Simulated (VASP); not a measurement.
# BaTiO3 (P1) in VASP: further runs, part 2 of 2

VASP 6.6.1.

## Step 4: Single point, LDA

Contents of INCAR:

```
SYSTEM = BaTiO3
ALGO = Normal
EDIFF = 1E-6
ENCUT = 600
GGA = CA
GGA_COMPAT = .FALSE.
ISIF = 2
ISMEAR = -1
LASPH = .TRUE.
LCHARG = .FALSE.
LREAL = .FALSE.
LWAVE = .FALSE.
NBANDS = 51
NELM = 120
PREC = Accurate
SIGMA = 0.05
```

Contents of KPOINTS:

```
k-points
0
G
  7 7 4
  0 0 0
```

Contents of POSCAR:

```
BaTiO3
1.0
   -3.9998000000      0.0000000000      0.0000000000
    0.0000000000      0.0000000000     -4.0180000000
    0.0000000000     -7.9996000000      0.0000000000
Ba Ti O
2 2 6
Direct
    0.0014435500      0.0230418600      0.5075926300
    0.9985564500      0.9769581400      0.9924073700
    0.4803298900      0.5631888500      0.2357999500
    0.5196701100      0.4728111500      0.7642000500
    0.4938005300      0.9659728700      0.2581500200
    0.5061994700      0.0020271300      0.7418499800
    0.5076103700      0.4993320300      0.5074435600
    0.4923896300      0.4706679700      0.9925564400
    0.0152243000      0.4884056200      0.2711337500
    0.9847757000      0.4815943800      0.7288662500
```

Potentials or basis: VASP PAW LDA potentials, release 64 (Ba_sv, Ti_sv, O).

The run is started by

```bash
$ cat potpaw_LDA.64/Ba_sv/POTCAR potpaw_LDA.64/Ti_sv/POTCAR potpaw_LDA.64/O/POTCAR > POTCAR
$ mpirun -np 1 vasp_std > vasp.out
```

OUTCAR:

```text
SYSTEM = BaTiO3
   EDIFF = 1E-6
   ENCUT = 600
   GGA = CA
   ISIF = 2
   ISMEAR = -1
   LASPH = .TRUE.
   LREAL = .FALSE.
   NELM = 120
   PREC = Accurate

 ion  position               nearest neighbor table
   1  0.001  0.023  0.508-  10 2.56   9 2.66   6 2.73   7 2.75   6 2.76   7 2.79  10 2.81   5 2.81
                             5 2.86   9 2.86   7 2.89   7 2.92   4 3.35   4 3.43   3 3.44   3 3.53
   2  0.999  0.977  0.992-   8 2.80   6 2.81   8 2.83   8 2.84   6 2.85   8 2.87  10 2.90   5 2.91
                            10 2.93   5 2.93   9 2.97   9 3.03   3 3.20   3 3.29   4 3.31   4 3.33
   3  0.480  0.563  0.236-   5 1.63   9 1.91   8 1.98   9 2.18   7 2.19   5 2.41   2 3.20   2 3.29
                             1 3.44   1 3.53   2 3.61   1 3.62   2 3.69   1 3.71
   4  0.520  0.473  0.764-   8 1.83  10 1.88   6 1.90   7 2.06   6 2.13  10 2.16   2 3.31   2 3.33
                             1 3.35   2 3.41   1 3.43   2 3.43   1 3.58   1 3.66
   5  0.494  0.966  0.258-   3 1.63   3 2.41   1 2.81   1 2.86   2 2.91   2 2.93
   6  0.506  0.002  0.742-   4 1.90   4 2.13   1 2.73   1 2.76   2 2.81   2 2.85
   7  0.508  0.499  0.507-   4 2.06   3 2.19   1 2.75   1 2.79   1 2.89   1 2.92
   8  0.492  0.471  0.993-   4 1.83   3 1.98   2 2.80   2 2.83   2 2.84   2 2.87
   9  0.015  0.488  0.271-   3 1.91   3 2.18   1 2.66   1 2.86   2 2.97   2 3.03
  10  0.985  0.482  0.729-   4 1.88   4 2.16   1 2.56   1 2.81   2 2.90   2 2.93

  LATTYP: Found a simple orthorhombic cell.
 ALAT       =     3.9998000000
 B/A-ratio  =     1.0045502275
 C/A-ratio  =     2.0000000000

  Lattice vectors:

 A1 = (  -3.9998000000,   0.0000000000,   0.0000000000)
 A2 = (   0.0000000000,   0.0000000000,  -4.0180000000)
 A3 = (   0.0000000000,  -7.9996000000,   0.0000000000)

Analysis of symmetry for initial positions (statically):
=====================================================================
 Subroutine PRICEL returns:
 Original cell was already a primitive cell.

 Routine SETGRP: Setting up the symmetry group for a
 simple orthorhombic supercell.

 Subroutine GETGRP returns: Found  1 space group operations
 (whereof  1 operations were pure point group operations)
 out of a pool of  8 trial point group operations.

The static configuration has the point symmetry C_1 .

Analysis of symmetry for dynamics (positions and initial velocities):
[... 160 lines left out ...]
  volume of cell :      128.56
 maximum number of plane-waves:      4330
   NGX = 15   NGY = 17   NGZ = 31

 number of electron      79.9999995 magnetization

 Free energy of the ion-electron system (eV)
  ---------------------------------------------------
  ext. energy  EPLUGINS =         0.00000000
  ---------------------------------------------------
  free energy    TOTEN  =       -86.56381901 eV

  energy without entropy =      -86.56381880  energy(sigma->0) =      -86.56381891

 E-fermi :   4.9978     XC(G=0): -11.6931

 val. band max:        4.3262575486   @ k =   0.4286  -0.4286   0.0000
 cond. band min:       5.5965596480   @ k =   0.0000   0.0000   0.0000
 fundamental gap:      1.2703020994
 Fermi energy:         4.9977787470

 k-point     1 :       0.0000    0.0000    0.0000
  band No.  band energies     occupation
      1     -51.9995      2.00000
      2     -51.9140      2.00000
      3     -29.0069      2.00000
      4     -28.7537      2.00000
      5     -28.6588      2.00000
      6     -28.6508      2.00000
[... 1285 lines left out ...]
     50       9.9860      0.00000
     51      10.9738      0.00000

 [... further k-points ...]

------------------------ aborting loop because EDIFF is reached ----------------------------------------

  FORCE on cell =-STRESS in cart. coord.  units (eV):
  Direction    XX          YY          ZZ          XY          YZ          ZX
  --------------------------------------------------------------------------------------
  -------------------------------------------------------------------------------------
  Total       -2.3779087     -1.2382859      6.2797357      0.4328603      1.0969027     -0.1858122
  in kB      -29.6339314    -15.4317445     78.2592116      5.3943841     13.6698010     -2.3156257
  external PRESSURE =      11.0645119 kB  Pullay stress =       0.0000000 kB

 VOLUME and BASIS-vectors are now :
 -----------------------------------------------------------------------------
  energy-cutoff  :      600.00
  volume of cell :      128.56
      direct lattice vectors                 reciprocal lattice vectors
    -3.999800000  0.000000000  0.000000000    -0.250012501  0.000000000  0.000000000
     0.000000000  0.000000000 -4.018000000     0.000000000  0.000000000 -0.248880040
     0.000000000 -7.999600000  0.000000000     0.000000000 -0.125006250  0.000000000

 POSITION                                       TOTAL-FORCE (eV/Angst)
 -----------------------------------------------------------------------------------
     -0.00577     -4.06054     -0.09258        -0.026053      0.488928      0.631720
     -3.99403     -7.93886     -3.92542        -0.043026      0.104983     -0.616617
     -1.92122     -1.88631     -2.26289        -0.001088     -3.791431      5.643780
     -2.07858     -6.11329     -1.89976        -0.065835      5.488013     -0.020495
     -1.97510     -2.06510     -3.88128        -0.336834      1.004655     -4.217091
     -2.02470     -5.93450     -0.00815         0.318720     -1.651767      0.244164
     -2.03034     -4.05935     -2.00632         0.283100      0.492675     -0.074777
     -1.96946     -7.94005     -1.89114        -0.057211     -1.837756     -0.605906
     -0.06089     -2.16896     -1.96241         0.273927      2.202905     -0.421071
     -3.93891     -5.83064     -1.93505        -0.345702     -2.501206     -0.563708
 -----------------------------------------------------------------------------------
    total drift:                               -0.000435      0.000346     -0.000054

  FREE ENERGIE OF THE ION-ELECTRON SYSTEM (eV)
  ---------------------------------------------------
  free  energy   TOTEN  =       -86.5638190109 eV

  energy  without entropy=      -86.5638188039  energy(sigma->0) =      -86.56381891
```

It took 14 min on 1 thread of Oxide Virtual Turin-like, shared host; peak memory 0.65 GiB.

What came out:

```yaml
Free_energy: -86.5638 eV
Pressure: 1.1 GPa
Largest_force: 6.799 eV/Å
Band_gap_on_the_k_mesh: 1.27 eV (least direct gap 1.44 eV)
```

Forces in eV/Å, atoms in the order of the input:
```
Ba  -0.026  0.489  0.632
Ba  -0.043  0.105 -0.617
Ti  -0.001 -3.791  5.644
Ti  -0.066  5.488 -0.020
O   -0.337  1.005 -4.217
O    0.319 -1.652  0.244
O    0.283  0.493 -0.075
O   -0.057 -1.838 -0.606
O    0.274  2.203 -0.421
O   -0.346 -2.501 -0.564
```

Levels at points of the mesh, in eV from the valence-band top:
```
           k point  band 38  band 39  band 40  band 41  band 42  band 43
(0.00, 0.00, 0.00)    -0.79    -0.44    -0.17     1.27     1.46     1.74
(0.00, 0.00, 0.50)    -1.34    -0.51    -0.29     1.33     1.87     2.14
```

Caveat: the stress differs along the axes, from -3 to 8 GPa; spin-orbit coupling is left out, which moves the levels of the heavy elements; forces of over 1 eV/Å act on the atoms, so gaps and moduli don't describe the material at rest.

## Step 5: Summary

```tsv
level	potentials or basis	k mesh	cutoff (eV)	gap on the mesh (eV)	pressure (GPa)	largest force (eV/Å)
PBE	VASP PAW PBE potentials, release 64 (Ba_sv, Ti_sv, O)	7 × 7 × 4	520	1.35	12.0	6.96
PBE	VASP PAW PBE potentials, release 64 (Ba_sv, Ti_sv, O_h)	2 × 2 × 1	1340	1.01	13.0	5.63
LDA	VASP PAW LDA potentials, release 64 (Ba_sv, Ti_sv, O)	7 × 7 × 4	600	1.27	1.1	6.80
```

Alike in all rows: task single point; no spin polarisation; cell as given; smearing fermi-dirac 0.05 eV.

Caveats: some runs use coarse meshes; spin-orbit coupling is left out, which moves the levels of the heavy elements; forces of over 1 eV/Å act on the atoms, so gaps and moduli don't describe the material at rest; the stress differs along the axes, from 8 to 19 GPa (at least some runs); the stress differs along the axes, from -3 to 8 GPa (at least some runs).

Absolute energies hang on the potentials; compare differences alone.
